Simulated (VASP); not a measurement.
A run of VASP 6.6.1 is set up as follows.

File INCAR:

```
SYSTEM = Sc
ALGO = Fast
EDIFF = 1E-7
EDIFFG = -0.01
ENCUT = 600
GGA = PE
IBRION = 2
ISIF = 4
ISMEAR = 0
LASPH = .TRUE.
LCHARG = .FALSE.
LREAL = .FALSE.
LWAVE = .FALSE.
NELM = 60
NSW = 50
PREC = Accurate
SIGMA = 0.1
```

File KPOINTS:

```
k-points
0
G
  15 15 8
  0 0 0
```

The input POSCAR:

```
Sc
1.0
    3.2193436023      0.0000000000      0.0000000000
   -1.6096718012      2.7880333431      0.0000000000
    0.0000000000      0.0000000000      4.9948031885
Sc
2
Direct
    0.3333333333      0.6666666667      0.2500000000
    0.6666666667      0.3333333333      0.7500000000
```

Potentials or basis: VASP PAW PBE potentials, release 64 (Sc_sv).

Command:

```sh
$ cat potpaw_PBE.64/Sc_sv/POTCAR > POTCAR
$ mpirun -np 1 vasp_std > vasp.out
```

Predict the band gap on the k mesh.

zero (band 11 reaches 5.31 eV, above the bottom of band 12 at 3.61 eV).

Final structure:
```yaml
crystal:
  lattice:
    - [3.22025, 0.00000, 0.00000]
    - [-1.61012, 2.78881, 0.00000]
    - [0.00000, 0.00000, 4.99201]
  atoms:
    - { symbol: Sc, position: [0.33333, 0.66667, 0.25000] }
    - { symbol: Sc, position: [0.66667, 0.33333, 0.75000] }
```
